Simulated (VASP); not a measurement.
# Ag (P6_3/mmc) in VASP: further runs, part 3 of 3

VASP 6.6.1.

## (5) Single point, revPBE

This run uses another cell than the first one, of 18.50 Å³/atom, 0.926 times its volume.

Input file INCAR:

```
PREC     = Accurate       # precision mode
ENCUT    = 520            # plane-wave cutoff, eV
EDIFF    = 1E-7           # SCF threshold, eV
ISMEAR   = -1             # smearing method
SIGMA    = 0.1            # smearing width, eV
LREAL    = False          # projectors in reciprocal space
LASPH    = True           # aspherical terms in the spheres
NELM     = 100            # most SCF steps
ALGO     = Normal         # electronic algorithm
ISIF     = 2              # what is computed and relaxed
LWAVE    = False          # write WAVECAR
LCHARG   = False          # write CHGCAR
GGA      = RE             # functional
NBANDS   = 18             # bands
```

Input file KPOINTS:

```
Automatic mesh
0
Gamma
  20 20 11
```

Input file POSCAR:

```
Ag
1.0
    2.9781776453      0.0000000000      0.0000000000
   -1.4890888226      2.5791774978      0.0000000000
    0.0000000000      0.0000000000      4.8176246266
Ag
2
Direct
    0.3333333333      0.6666666667      0.2500000000
    0.6666666667      0.3333333333      0.7500000000
```

Potentials or basis: VASP PAW PBE potentials, release 64 (Ag).

Run with:

```sh
$ cat potpaw_PBE.64/Ag/POTCAR > POTCAR
$ mpirun -np 1 vasp_std > vasp.out
```

OUTCAR:

```text
PREC = Accurate
   ENCUT = 520
   EDIFF = 1E-7
   ISMEAR = -1
   LREAL = False
   LASPH = True
   NELM = 100
   ISIF = 2
   GGA = RE

 ion  position               nearest neighbor table
   1  0.333  0.667  0.250-   2 2.96   2 2.96   2 2.96   2 2.96   2 2.96   2 2.96
   2  0.667  0.333  0.750-   1 2.96   1 2.96   1 2.96   1 2.96   1 2.96   1 2.96

  LATTYP: Found a hexagonal cell.
 ALAT       =     2.9781776453
 C/A-ratio  =     1.6176417932

  Lattice vectors:

 A1 = (   2.9781776453,   0.0000000000,   0.0000000000)
 A2 = (  -1.4890888226,   2.5791774978,   0.0000000000)
 A3 = (   0.0000000000,   0.0000000000,   4.8176246266)

Analysis of symmetry for initial positions (statically):
=====================================================================
 Subroutine PRICEL returns:
 Original cell was already a primitive cell.

 Routine SETGRP: Setting up the symmetry group for a
 hexagonal supercell.

 Subroutine GETGRP returns: Found 24 space group operations
 (whereof 12 operations were pure point group operations)
 out of a pool of 24 trial point group operations.

The static configuration has the point symmetry D_3d.
 The point group associated with its full space group is D_6h.

Analysis of symmetry for dynamics (positions and initial velocities):
=====================================================================
 Subroutine PRICEL returns:
 Original cell was already a primitive cell.

 Routine SETGRP: Setting up the symmetry group for a
 hexagonal supercell.

 Subroutine GETGRP returns: Found 24 space group operations
 (whereof 12 operations were pure point group operations)
 out of a pool of 24 trial point group operations.

The dynamic configuration has the point symmetry D_3d.
 The point group associated with its full space group is D_6h.

 Subroutine INISYM returns: Found 24 space group operations
 (whereof 12 operations are pure point group operations),
 and found     1 'primitive' translations

----------------------------------------------------------------------------------------

                                     Primitive cell

  volume of cell :      37.0054

  direct lattice vectors                    reciprocal lattice vectors
     2.978177645  0.000000000  0.000000000     0.335775806  0.193860252  0.000000000
    -1.489088823  2.579177498  0.000000000     0.000000000  0.387720504  0.000000000
     0.000000000  0.000000000  4.817624627     0.000000000  0.000000000  0.207571174

  length of vectors
     2.978177645  2.978177645  4.817624627     0.387720504  0.387720504  0.207571174

  position of ions in fractional coordinates (direct lattice)
     0.333333333  0.666666667  0.250000000
     0.666666667  0.333333333  0.750000000

  ion indices of the primitive-cell ions
   primitive index   ion index
                 1           1
                 2           2

----------------------------------------------------------------------------------------

 KPOINTS: Automatic mesh

Automatic generation of k-mesh.
 Grid dimensions read from file:
 generate k-points for:   20   20   11

 Generating k-lattice:

  Cartesian coordinates                     Fractional coordinates (reciprocal lattice)
     0.016788790  0.009693013  0.000000000     0.050000000 -0.000000000  0.000000000
     0.000000000  0.019386025  0.000000000     0.000000000  0.050000000  0.000000000
     0.000000000  0.000000000  0.018870107     0.000000000  0.000000000  0.090909091

  Length of vectors
     0.019386025  0.019386025  0.018870107

  Shift w.r.t. Gamma in fractional coordinates (k-lattice)
     0.000000000  0.000000000  0.000000000

 Subroutine IBZKPT returns following result:
 ===========================================

 Found    264 irreducible k-points:

 Following reciprocal coordinates:
            Coordinates               Weight
  0.000000  0.000000  0.000000      1.000000
  0.050000 -0.000000  0.000000      6.000000
  0.100000 -0.000000  0.000000      6.000000
  0.150000 -0.000000  0.000000      6.000000
  0.200000 -0.000000  0.000000      6.000000
  0.250000 -0.000000  0.000000      6.000000
[... 16 lines left out ...]
  0.200000  0.100000  0.000000     12.000000
  0.250000  0.100000  0.000000     12.000000
 [... further k-points ...]
   k-points           NKPTS =    264   k-points in BZ     NKDIM =    264   number of bands    NBANDS=     18
   number of dos      NEDOS =    301   number of ions     NIONS =      2
   total plane-waves  NPLWV =  20736
   dimension x,y,z NGX =    24 NGY =   24 NGZ =   36
   dimension x,y,z NGXF=    48 NGYF=   48 NGZF=   72
   ions per type =               2
   NGX,Y,Z   is equivalent  to a cutoff of  13.40, 13.40, 12.42 a.u.
   NGXF,Y,Z  is equivalent  to a cutoff of  26.79, 26.79, 24.85 a.u.
 SYSTEM =  unknown system
   PREC   = accura    normal or accurate (medium, high low for compatibility)
   ISTART =      0    job   : 0-new  1-cont  2-samecut
   ICHARG =      2    charge: 1-file 2-atom 10-const
   ISPIN  =      1    spin polarized calculation?
   LNONCOLLINEAR =      F non collinear calculations
   LSORBIT =      F    spin-orbit coupling
   LASPH  =      T    aspherical Exc in radial PAW
   ENCUT  =  520.0 eV  38.22 Ry    6.18 a.u.   5.54  5.54  8.96*2*pi/ulx,y,z
   NELM   =    100;   NELMIN=  2; NELMDL= -5     # of ELM steps
   EDIFF  = 0.1E-06   stopping-criterion for ELM
   LREAL  =      F    real-space projection
   EDIFFG = 0.1E-05   stopping-criterion for IOM
   NSW    =      0    number of steps for IOM
   IBRION =     -1    ionic relax: 0-MD 1-quasi-New 2-CG
   NFREE  =      0    steps in history (QN), initial steepest desc. (CG)
   ISIF   =      2    stress and relaxation
   ISYM   =      2    0-nonsym 1-usesym 2-fastsym
   POTIM  = 0.5000    time-step for ionic-motion
   TEBEG  =    0.0;   TEEND  =   0.0 temperature during run
   PSTRESS=    0.0 pullay stress
   NELECT =      22.0000    total number of electrons
   NUPDOWN=      -1.0000    fix difference up-down
   EMIN   =  10.00;   EMAX   =-10.00  energy-range for DOS
   EFERMI =   0.00;   METHOD = LEGACY
   ISMEAR =    -1;   SIGMA  =   0.10  broadening in eV -4-tet -1-fermi 0-gaus
   EFERMI_NEDOS =   21; number of points for ismear=-14 and -15
   IALGO  =     38    algorithm
   IMIX   =      4    mixing-type and parameters
     AMIX     =   0.40;   BMIX     =  1.00
     AMIX_MAG =   1.60;   BMIX_MAG =  1.00
  volume/ion in A,a.u.               =      18.50       124.86
  Fermi-wavevector in a.u.,A,eV,Ry     =   1.376557  2.601315 25.781796  1.894909
  Thomas-Fermi vector in A             =   2.501791
   LORBIT       =      0    0 simple, 1 ext, 2 COOP (PROOUT), +10 PAW based schemes
   GGA     = RE    functional components
   LHFCALC =     F    Hartree Fock is set to
   AEXX    =    0.0000 exact exchange contribution
   IVDW    =     0    specifies the selected vdW correction
   LEPSILON=     F    determine dielectric tensor
   LRPA    =     F    only Hartree local field effects (RPA)
 non-spin polarized calculation
  energy-cutoff  :      520.00
  volume of cell :       37.01
 maximum number of plane-waves:      1026
 NGX is ok and might be reduce to    24
   NGX = 11   NGY = 11   NGZ = 17

 number of electron      21.9999989 magnetization

 Free energy of the ion-electron system (eV)
  ---------------------------------------------------
  ext. energy  EPLUGINS =         0.00000000
  ---------------------------------------------------
  free energy    TOTEN  =        -4.59653858 eV

  energy without entropy =       -4.57963099  energy(sigma->0) =       -4.58808478

 E-fermi :   7.4925     XC(G=0): -11.6258

 val. band max:        7.4819610295   @ k =   0.1500   0.0500   0.1818
 cond. band min:       7.5064272973   @ k =   0.4000   0.0000   0.4545
 fundamental gap:      0.0244662678
 Fermi energy:         7.4924649857

 k-point     1 :       0.0000    0.0000    0.0000
  band No.  band energies     occupation
      1       0.2887      2.00000
      2       1.5420      2.00000
      3       2.9413      2.00000
      4       2.9902      2.00000
      5       2.9902      2.00000
      6       3.2011      2.00000
[... 10 lines left out ...]
     17      24.8686      0.00000
     18      24.8869      0.00000
[... 463 lines left out ...]
 k-point    24 :       0.2500    0.1000    0.0000
  band No.  band energies     occupation
      1       1.9375      2.00000
      2       2.0039      2.00000
      3       2.3701      2.00000
      4       2.8116      2.00000
      5       2.9686      2.00000
      6       3.1583      2.00000
[... 10 lines left out ...]
     17      21.4083      0.00000
     18      23.2670      0.00000

 [... further k-points ...]

------------------------ aborting loop because EDIFF is reached ----------------------------------------

  FORCE on cell =-STRESS in cart. coord.  units (eV):
  Direction    XX          YY          ZZ          XY          YZ          ZX
  --------------------------------------------------------------------------------------
  -------------------------------------------------------------------------------------
  Total       -0.1354482     -0.1354482      0.1326933     -0.0000000      0.0000000      0.0000000
  in kB       -5.8643364     -5.8643364      5.7450622     -0.0000000      0.0000000      0.0000000
  external PRESSURE =      -1.9945368 kB  Pullay stress =       0.0000000 kB

 VOLUME and BASIS-vectors are now :
 -----------------------------------------------------------------------------
  energy-cutoff  :      520.00
  volume of cell :       37.01
      direct lattice vectors                 reciprocal lattice vectors
     2.978177645  0.000000000  0.000000000     0.335775806  0.193860252  0.000000000
    -1.489088823  2.579177498  0.000000000     0.000000000  0.387720504  0.000000000
     0.000000000  0.000000000  4.817624627     0.000000000  0.000000000  0.207571174

 POSITION                                       TOTAL-FORCE (eV/Angst)
 -----------------------------------------------------------------------------------
     -0.00000      1.71945      1.20441        -0.000000     -0.000000      0.000000
      1.48909      0.85973      3.61322         0.000000      0.000000      0.000000
 -----------------------------------------------------------------------------------
    total drift:                               -0.000000      0.000000     -0.000000

  FREE ENERGIE OF THE ION-ELECTRON SYSTEM (eV)
  ---------------------------------------------------
  free  energy   TOTEN  =        -4.5965385776 eV

  energy  without entropy=       -4.5796309882  energy(sigma->0) =       -4.58808478
```

It took 35 s on 1 thread of Intel Xeon 6975P-C (Granite Rapids), shared host; peak memory 0.26 GiB.

What came out:

* Free energy: -4.5965 eV
* Pressure: -0.2 GPa
* Band gap on the k mesh: zero (band 11 reaches 11.00 eV, above the bottom of band 12 at 4.15 eV)

Stress tensor (GPa, compression positive):
```
-0.59  0.00  0.00
 0.00 -0.59  0.00
 0.00  0.00  0.57
```

Caveat: the PAW data sets were made with another functional, which shifts forces and pressure a little.

## (6) The runs side by side

```tsv
task	cell	k mesh	cutoff (eV)	gap on the mesh (eV)	pressure (GPa)
single point	a = 3.056, b = 3.056, c = 4.943 Å, angles 90.0, 90.0, 120.0°, 2 atoms	14 × 14 × 8	520	none	-4.8
single point	a = 3.093, b = 3.093, c = 5.003 Å, angles 90.0, 90.0, 120.0°, 2 atoms	14 × 14 × 8	520	none	-6.4
relaxation of cell and atoms	relaxed from a = 2.889, b = 2.889, c = 4.718 Å, angles 90.0, 90.0, 120.0°, 2 atoms	12 × 12 × 7	600	none	0.1
single point	a = 2.978, b = 2.978, c = 4.818 Å, angles 90.0, 90.0, 120.0°, 2 atoms	20 × 20 × 11	520	none	-0.2
```

Alike in all rows: level revPBE; potentials or basis VASP PAW PBE potentials, release 64 (Ag); no spin polarisation; smearing fermi-dirac 0.1 eV.

Caveats: the PAW data sets were made with another functional, which shifts forces and pressure a little.

Absolute energies hang on the potentials; compare differences alone.
